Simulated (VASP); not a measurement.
Write the native input for VASP 6.6.1 that does the following.

| Property | Result |
| --- | --- |
| Task | single point |
| Functional | PBE |
| Potentials or basis | VASP PAW PBE potentials, release 64 (Si, C) |
| Cutoff | 520 eV |
| k mesh | 6 × 6 × 2 |
| Occupations | gaussian, width 0.1 eV |
| Spin | no spin polarisation |
| Dipole correction | no |
| Further INCAR settings | ALGO = Normal; EDIFF = 1e-07; NBANDS = 21 |

The structure of Si2C lies in POSCAR:

```
Si2C
1.0
    4.7203141141     -0.0000000037      0.0000000000
   -2.3601570538      4.0879119385      0.0000000000
    0.0000000000      0.0000000000      5.9249569272
Si C
4 2
Direct
    0.5000000000      0.0000000000      0.5000000000
    0.0000000000      0.5000000000      0.5000000000
    0.5000000000      0.5000000000      0.5000000000
    0.0000000000      0.0000000000      0.0000000000
    0.0000000000      0.0000000000      0.3000313910
    0.0000000000      0.0000000000      0.6999686090
```

The input as run:

INCAR

```
SYSTEM = Si2C
ALGO = Normal
EDIFF = 1E-7
ENCUT = 520
GGA = PE
ISIF = 2
ISMEAR = 0
LASPH = .True.
LCHARG = .False.
LREAL = .False.
LWAVE = .False.
NBANDS = 21
NELM = 80
PREC = Accurate
SIGMA = 0.1
```

KPOINTS

```
k-points
0
Gamma
  6 6 2
  0 0 0
```

Potentials or basis: VASP PAW PBE potentials, release 64 (Si, C).

Run with:

```console
$ cat potpaw_PBE.64/Si/POTCAR potpaw_PBE.64/C/POTCAR > POTCAR
$ mpirun -np 1 vasp_std > vasp.out
```

Results of the run:

| Quantity | Value |
| --- | --- |
| Pressure | -0.1 GPa |
| Largest force | 0.030 eV/Å |
| Band gap on the k mesh | zero (band 12 reaches 5.40 eV, above the bottom of band 13 at 2.51 eV) |

Caveat: the k points lie up to 0.53 Å⁻¹ apart.

Run time: 16 s on 1 thread of Intel(R) Xeon(R) 6975P-C (Granite Rapids), on a shared host, peak memory 0.23 GiB.
